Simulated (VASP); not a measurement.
B2W, 3 atoms in the cell. It takes space group P6/mmm (No. 191, hexagonal). The conventional cell has a = 3.047 Å, b = 3.047 Å, c = 3.459 Å, α = 90.00°, β = 90.00°, γ = 120.00°. Within 2.3 Å of B (site symmetry -6m2) lie 3 B at 1.76 Å. Within 3.3 Å of W (site symmetry 6/mmm) lie 12 B at 2.47 Å and 6 W at 3.05 Å. 

```yaml
Program: VASP 6.6.1
Task: single point
Functional: r2SCAN
Potentials_or_basis: VASP PAW PBE potentials, release 64 (B, W_sv)
Cutoff: 520 eV
k_mesh: 18 × 18 × 12
Occupations: gaussian, width 0.1 eV
Spin: no spin polarisation
Dipole_correction: no
Further_INCAR_settings: ALGO = Normal; EDIFF = 1e-06; NBANDS = 17
```

Potentials or basis: VASP PAW PBE potentials, release 64 (B, W_sv).

Launch:

```sh
$ cat potpaw_PBE.64/B/POTCAR potpaw_PBE.64/W_sv/POTCAR > POTCAR
$ cp INCAR.step1 INCAR
$ mpirun -np 1 vasp_std > vasp.out
$ cp INCAR.step2 INCAR
$ mpirun -np 1 vasp_std > vasp.out
```

Hardware: 1 thread of Intel Xeon 6975P-C (shared host).

**Question.** Estimate the wall time of this run.

**Answer.** Wall time 3.6 min on 1 thread of Intel Xeon 6975P-C, with other jobs on the host, peak memory 0.25 GiB. Counts: k points 259.
